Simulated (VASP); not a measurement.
# Cu (Fd-3m) in VASP: a series of runs

The runs below take Cu through single point, with LDA.

Everything below comes from runs of VASP 6.6.1. Logs are shortened: lines on timing, memory, paths and dates and some standing lists are left out, and cuts for length are marked.

## Step 1: The cell of the first run

Symmetry: Fd-3m, No. 227, cubic system. Conventional cell: a = 3.794 Å, b = 3.794 Å, c = 3.794 Å, α = 90.00°, β = 90.00°, γ = 90.00°. Within 2.2 Å of Cu (site symmetry -43m) lie 4 Cu at 1.64 Å.

## Step 2: Single point, LDA (volume scaled by 0.4)

INCAR reads:

```
SYSTEM = Cu
  PREC = Accurate
  ENCUT = 520
  EDIFF = 1E-7
  ISMEAR = -1
  SIGMA = 0.08
  LREAL = .False.
  LASPH = .True.
  NELM = 100
  ALGO = Normal
  ISIF = 2
  LWAVE = .False.
  LCHARG = .False.
  GGA = CA
  NBANDS = 18
```

KPOINTS reads:

```
regular mesh
0
Gamma
  15 15 15
  0 0 0
```

POSCAR reads:

```
Cu
1.0
    0.0000000000      1.8967953734      1.8967953734
    1.8967953734      0.0000000000      1.8967953734
    1.8967953734      1.8967953734      0.0000000000
Cu
2
Direct
   -0.1250000000     -0.1250000000     -0.1250000000
    0.1250000000      0.1250000000      0.1250000000
```

Potentials or basis: VASP PAW LDA potentials, release 64 (Cu).

Launch:

```console
> cat potpaw_LDA.64/Cu/POTCAR > POTCAR
> mpirun -np 1 vasp_std > vasp.out
```

OUTCAR:

```text
SYSTEM = Cu
   PREC = Accurate
   ENCUT = 520
   EDIFF = 1E-7
   ISMEAR = -1
   LREAL = .False.
   LASPH = .True.
   NELM = 100
   ISIF = 2
   GGA = CA

 ion  position               nearest neighbor table
   1  0.875  0.875  0.875-   2 1.64   2 1.64   2 1.64   2 1.64
   2  0.125  0.125  0.125-   1 1.64   1 1.64   1 1.64   1 1.64

  LATTYP: Found a face centered cubic cell.
 ALAT       =     3.7935907468

  Lattice vectors:

 A1 = (   0.0000000000,   1.8967953734,   1.8967953734)
 A2 = (   1.8967953734,   0.0000000000,   1.8967953734)
 A3 = (   1.8967953734,   1.8967953734,   0.0000000000)

Analysis of symmetry for initial positions (statically):
=====================================================================
 Subroutine PRICEL returns:
 Original cell was already a primitive cell.

 Routine SETGRP: Setting up the symmetry group for a
 face centered cubic supercell.

 Subroutine GETGRP returns: Found 48 space group operations
 (whereof 12 operations were pure point group operations)
 out of a pool of 48 trial point group operations.

The static configuration has the point symmetry D_3d.
 The point group associated with its full space group is O_h .

Analysis of symmetry for dynamics (positions and initial velocities):
=====================================================================
 Subroutine PRICEL returns:
 Original cell was already a primitive cell.

 Routine SETGRP: Setting up the symmetry group for a
 face centered cubic supercell.

 Subroutine GETGRP returns: Found 48 space group operations
 (whereof 12 operations were pure point group operations)
 out of a pool of 48 trial point group operations.

The dynamic configuration has the point symmetry D_3d.
 The point group associated with its full space group is O_h .

 Subroutine INISYM returns: Found 48 space group operations
 (whereof 12 operations are pure point group operations),
 and found     1 'primitive' translations

----------------------------------------------------------------------------------------

                                     Primitive cell

  volume of cell :      13.6487

  direct lattice vectors                    reciprocal lattice vectors
     0.000000000  1.896795373  1.896795373    -0.263602499  0.263602499  0.263602499
     1.896795373  0.000000000  1.896795373     0.263602499 -0.263602499  0.263602499
     1.896795373  1.896795373  0.000000000     0.263602499  0.263602499 -0.263602499

  length of vectors
     2.682473742  2.682473742  2.682473742     0.456572921  0.456572921  0.456572921

  position of ions in fractional coordinates (direct lattice)
     0.875000000  0.875000000  0.875000000
     0.125000000  0.125000000  0.125000000

  ion indices of the primitive-cell ions
   primitive index   ion index
                 1           1
                 2           2

----------------------------------------------------------------------------------------

 KPOINTS: regular mesh

Automatic generation of k-mesh.
 Grid dimensions read from file:
 generate k-points for:   15   15   15

 Generating k-lattice:

  Cartesian coordinates                     Fractional coordinates (reciprocal lattice)
    -0.017573500  0.017573500  0.017573500     0.066666667  0.000000000  0.000000000
     0.017573500 -0.017573500  0.017573500     0.000000000  0.066666667  0.000000000
     0.017573500  0.017573500 -0.017573500     0.000000000  0.000000000  0.066666667

  Length of vectors
     0.030438195  0.030438195  0.030438195

  Shift w.r.t. Gamma in fractional coordinates (k-lattice)
     0.000000000  0.000000000  0.000000000

 Subroutine IBZKPT returns following result:
 ===========================================

 Found    120 irreducible k-points:

 Following reciprocal coordinates:
            Coordinates               Weight
  0.000000  0.000000  0.000000      1.000000
  0.066667  0.000000  0.000000      8.000000
  0.133333  0.000000  0.000000      8.000000
  0.200000  0.000000  0.000000      8.000000
  0.266667  0.000000  0.000000      8.000000
  0.333333  0.000000  0.000000      8.000000
[... 16 lines left out ...]
  0.133333  0.133333  0.000000      6.000000
  0.200000  0.133333  0.000000     24.000000
 [... further k-points ...]
   k-points           NKPTS =    120   k-points in BZ     NKDIM =    120   number of bands    NBANDS=     18
   number of dos      NEDOS =    301   number of ions     NIONS =      2
   total plane-waves  NPLWV =   8000
   dimension x,y,z NGX =    20 NGY =   20 NGZ =   20
   dimension x,y,z NGXF=    40 NGYF=   40 NGZF=   40
   ions per type =               2
   NGX,Y,Z   is equivalent  to a cutoff of  12.39, 12.39, 12.39 a.u.
   NGXF,Y,Z  is equivalent  to a cutoff of  24.79, 24.79, 24.79 a.u.
 SYSTEM =  Cu
   PREC   = accura    normal or accurate (medium, high low for compatibility)
   ISTART =      0    job   : 0-new  1-cont  2-samecut
   ICHARG =      2    charge: 1-file 2-atom 10-const
   ISPIN  =      1    spin polarized calculation?
   LNONCOLLINEAR =      F non collinear calculations
   LSORBIT =      F    spin-orbit coupling
   LASPH  =      T    aspherical Exc in radial PAW
   ENCUT  =  520.0 eV  38.22 Ry    6.18 a.u.   4.99  4.99  4.99*2*pi/ulx,y,z
   NELM   =    100;   NELMIN=  2; NELMDL= -5     # of ELM steps
   EDIFF  = 0.1E-06   stopping-criterion for ELM
   LREAL  =      F    real-space projection
   EDIFFG = 0.1E-05   stopping-criterion for IOM
   NSW    =      0    number of steps for IOM
   IBRION =     -1    ionic relax: 0-MD 1-quasi-New 2-CG
   NFREE  =      0    steps in history (QN), initial steepest desc. (CG)
   ISIF   =      2    stress and relaxation
   ISYM   =      2    0-nonsym 1-usesym 2-fastsym
   POTIM  = 0.5000    time-step for ionic-motion
   TEBEG  =    0.0;   TEEND  =   0.0 temperature during run
   PSTRESS=    0.0 pullay stress
   NELECT =      22.0000    total number of electrons
   NUPDOWN=      -1.0000    fix difference up-down
   EMIN   =  10.00;   EMAX   =-10.00  energy-range for DOS
   EFERMI =   0.00;   METHOD = LEGACY
   ISMEAR =    -1;   SIGMA  =   0.08  broadening in eV -4-tet -1-fermi 0-gaus
   EFERMI_NEDOS =   21; number of points for ismear=-14 and -15
   IALGO  =     38    algorithm
   IMIX   =      4    mixing-type and parameters
     AMIX     =   0.40;   BMIX     =  1.00
     AMIX_MAG =   1.60;   BMIX_MAG =  1.00
  volume/ion in A,a.u.               =       6.82        46.05
  Fermi-wavevector in a.u.,A,eV,Ry     =   1.919487  3.627305 50.129734  3.684432
  Thomas-Fermi vector in A             =   2.954245
   LORBIT       =      0    0 simple, 1 ext, 2 COOP (PROOUT), +10 PAW based schemes
   GGA     = CA    functional components
   LHFCALC =     F    Hartree Fock is set to
   AEXX    =    0.0000 exact exchange contribution
   IVDW    =     0    specifies the selected vdW correction
   LEPSILON=     F    determine dielectric tensor
   LRPA    =     F    only Hartree local field effects (RPA)
 non-spin polarized calculation
  energy-cutoff  :      520.00
  volume of cell :       13.65
 maximum number of plane-waves:       378
   NGX =  9   NGY =  9   NGZ =  9

 number of electron      22.0000024 magnetization

 Free energy of the ion-electron system (eV)
  ---------------------------------------------------
  ext. energy  EPLUGINS =         0.00000000
  ---------------------------------------------------
  free energy    TOTEN  =         9.92431390 eV

  energy without entropy =        9.93254656  energy(sigma->0) =        9.92843023

 E-fermi :  18.5751     XC(G=0): -16.3065

 val. band max:       18.5645485522   @ k =  -0.4667   0.1333   0.0000
 cond. band min:      18.6202978930   @ k =  -0.4667   0.0667   0.0000
 fundamental gap:      0.0557493408
 Fermi energy:        18.5750583192

 k-point     1 :       0.0000    0.0000    0.0000
  band No.  band energies     occupation
      1       3.3326      2.00000
      2       7.7817      2.00000
      3       7.7817      2.00000
      4       8.8257      2.00000
      5       8.8257      2.00000
      6       8.8257      2.00000
[... 10 lines left out ...]
     17      37.8019      0.00000
     18      37.8019      0.00000

 k-point     2 :       0.0667    0.0000    0.0000
  band No.  band energies     occupation
      1       3.4870      2.00000
      2       7.7011      2.00000
      3       7.7011      2.00000
      4       8.8321      2.00000
      5       8.9534      2.00000
      6       8.9534      2.00000
[... 10 lines left out ...]
     17      38.5379      0.00000
     18      40.1277      0.00000

 k-point     3 :       0.1333    0.0000    0.0000
  band No.  band energies     occupation
      1       3.9360      2.00000
      2       7.5604      2.00000
      3       7.5604      2.00000
      4       8.8673      2.00000
      5       9.2081      2.00000
      6       9.2081      2.00000
[... 10 lines left out ...]
     17      39.5092      0.00000
     18      42.4226      0.00000

 k-point     4 :       0.2000    0.0000    0.0000
  band No.  band energies     occupation
      1       4.6319      2.00000
      2       7.4708      2.00000
      3       7.4708      2.00000
      4       8.9755      2.00000
      5       9.4031      2.00000
      6       9.4031      2.00000
[... 375 lines left out ...]
      4       8.8548      2.00000
      5       8.9830      2.00000
      6       9.2297      2.00000
[... 10 lines left out ...]
     17      39.2650      0.00000
     18      42.1578      0.00000

 k-point    23 :       0.1333    0.1333    0.0000
  band No.  band energies     occupation
      1       4.1401      2.00000
      2       7.0486      2.00000
      3       8.1122      2.00000
      4       8.8766      2.00000
      5       8.8766      2.00000
      6       9.6447      2.00000
[... 10 lines left out ...]
     17      41.2313      0.00000
     18      41.2313      0.00000

 k-point    24 :       0.2000    0.1333    0.0000
  band No.  band energies     occupation
      1       4.6567      2.00000
      2       6.8470      2.00000
      3       8.2004      2.00000
      4       8.9059      2.00000
      5       8.9647      2.00000
      6       9.9347      2.00000
[... 10 lines left out ...]
     17      41.0794      0.00000
     18      42.0330      0.00000

 [... further k-points ...]
[... 5 lines left out ...]
  --------------------------------------------------------------------------------------
  -------------------------------------------------------------------------------------
  Total       49.0592346     49.0592346     49.0592346     -0.0000000     -0.0000000     -0.0000000
  in kB     5758.9049456   5758.9049456   5758.9049456     -0.0000000     -0.0000000     -0.0000000
  external PRESSURE =    5758.9049456 kB  Pullay stress =       0.0000000 kB

 VOLUME and BASIS-vectors are now :
 -----------------------------------------------------------------------------
  energy-cutoff  :      520.00
  volume of cell :       13.65
      direct lattice vectors                 reciprocal lattice vectors
     0.000000000  1.896795373  1.896795373    -0.263602499  0.263602499  0.263602499
     1.896795373  0.000000000  1.896795373     0.263602499 -0.263602499  0.263602499
     1.896795373  1.896795373  0.000000000     0.263602499  0.263602499 -0.263602499

 POSITION                                       TOTAL-FORCE (eV/Angst)
 -----------------------------------------------------------------------------------
      3.31939      3.31939      3.31939         0.000000      0.000000      0.000000
      0.47420      0.47420      0.47420        -0.000000     -0.000000     -0.000000
 -----------------------------------------------------------------------------------
    total drift:                                0.000000     -0.000000     -0.000000

  FREE ENERGIE OF THE ION-ELECTRON SYSTEM (eV)
  ---------------------------------------------------
  free  energy   TOTEN  =         9.9243138976 eV

  energy  without entropy=        9.9325465576  energy(sigma->0) =        9.92843023
```

It took 20 s on 1 thread of AMD EPYC 9R14 (Zen 4), shared host; peak memory 0.1 GiB.

What came out:

```
Free energy            : 9.9243 eV
Pressure               : 575.9 GPa
Band gap on the k mesh : zero (band 11 reaches 19.20 eV, above the bottom of band 12 at 18.54 eV)
```

(Continued in part 2 of 2.)
